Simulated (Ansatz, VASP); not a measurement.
SnSe: VASP beside Ansatz

The input INCAR:

```
ALGO = Normal
EDIFF = 1E-7
ENCUT = 520
GGA = CA
ISIF = 2
ISMEAR = 0
LASPH = True
LCHARG = True
LELF = True
LREAL = False
LVHAR = True
LWAVE = False
NBANDS = 17
NELM = 80
PREC = Accurate
SIGMA = 0.05
```

KPOINTS

```
k-points
0
Gamma
  8 8 8
```

Contents of POSCAR:

```
SnSe
1.0
    0.0000000000      2.9466477701      2.9466477701
    2.9466477701      0.0000000000      2.9466477701
    2.9466477701      2.9466477701      0.0000000000
Sn Se
1 1
Direct
    0.0000000000      0.0000000000      0.0000000000
    0.4936368370      0.4936368370      0.5063631630
```

Input for Ansatz:

```yaml
crystal:
  lattice:
    - [0.0, 2.9466477701, 2.9466477701]
    - [2.9466477701, 0.0, 2.9466477701]
    - [2.9466477701, 2.9466477701, 0.0]
  atoms:
    - { symbol: Sn, position: [0.0, 0.0, 0.0] }
    - { symbol: Se, position: [0.493636837, 0.493636837, 0.506363163] }
basis:
  ecutwfc: 420
kpoints:
  mp_grid: { grid: [8, 8, 8] }
hamiltonian:
  xc: lda
scf:
  occupations: { method: gaussian, width: 0.05 }
output:
  forces: true
  stress: true
  eigenvalues: true
```

Change from the starting cell: all Se atoms moved +0.037 Å, as atom 2 towards its neighbour atom 1 (Sn) at 2.947 Å.

Alike in both runs: task single point; functional LDA; k mesh 8 × 8 × 8; occupations gaussian, width 0.05 eV; no spin polarisation.

|  | VASP | Ansatz |
| --- | --- | --- |
| version | VASP 6.6.1 | Ansatz 0.2.0 |
| potentials or method | VASP PAW LDA potentials, release 64 (Sn_d, Se), cutoff 520 eV | scalar-relativistic, plane waves, PAW |
| valence electrons in the cell | 20 | 30 |

VASP gave:

```
gap on the k mesh at the Fermi level (eV) : 0.77
least direct gap on the mesh (eV)         : 0.92
pressure (GPa)                            : 0.1
rms of the force components (eV/Å)        : 0.010
```

Q: Which values does Ansatz return?

A: gap on the k mesh at the Fermi level (eV): 0.78; least direct gap on the mesh (eV): 0.90; pressure (GPa): 0.0; rms of the force components (eV/Å): 0.009.

LDA's correlation is that of Perdew and Zunger in VASP and of Perdew and Wang (1992) in Ansatz. Atom by atom the forces differ by 0.001 eV/Å (rms over components). VASP's potentials hold 20 valence electrons a cell and Ansatz's 30, so a difference there can come from the potentials and not from the codes.
